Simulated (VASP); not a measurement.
Input of a VASP 6.6.1 run:

File INCAR:

```
ALGO     = Normal         # electronic algorithm
EDIFF    = 1E-7           # SCF threshold, eV
EDIFFG   = -0.04          # ionic threshold
ENCUT    = 600            # plane-wave cutoff, eV
GGA      = PE             # functional
IBRION   = 2              # ionic algorithm
ISIF     = 3              # what is computed and relaxed
ISMEAR   = 0              # smearing method
LASPH    = True           # aspherical terms in the spheres
LCHARG   = False          # write CHGCAR
LREAL    = False          # projectors in reciprocal space
LWAVE    = False          # write WAVECAR
NELM     = 80             # most SCF steps
NSW      = 90             # ionic steps
PREC     = Accurate       # precision mode
SIGMA    = 0.1            # smearing width, eV
```

KPOINTS

```
k-points
0
Gamma
  6 6 6
```

File POSCAR:

```
Ta2Ga
1.0
    4.6711902325      0.0000000000      0.0000000000
   -2.3355951162      4.0453694073      0.0000000000
    0.0000000000      0.0000000000      2.8107123214
Ta Ga
2 1
Direct
    0.3333333333      0.6666666667      0.5000000000
    0.6666666667      0.3333333333      0.5000000000
    0.0000000000      0.0000000000      0.0000000000
```

Potentials or basis: VASP PAW PBE potentials, release 64 (Ta_pv, Ga_d).

Launch:

```console
$ cat potpaw_PBE.64/Ta_pv/POTCAR potpaw_PBE.64/Ga_d/POTCAR > POTCAR
$ mpirun -np 1 vasp_std > vasp.out
```

(1) What does it give for the relaxed volume?

(2) What does it give for the space group after relaxing (to 0.05 Å)?

(3) Predict the relaxed cell.

## Answers

(1) 17.79 Å³/atom.

(2) P6/mmm (No. 191).

(3) a = 4.715 Å, b = 4.715 Å, c = 2.772 Å, α = 90.00°, β = 90.00°, γ = 120.00°.

Caveat: the k points lie up to 0.38 Å⁻¹ apart in the final cell.
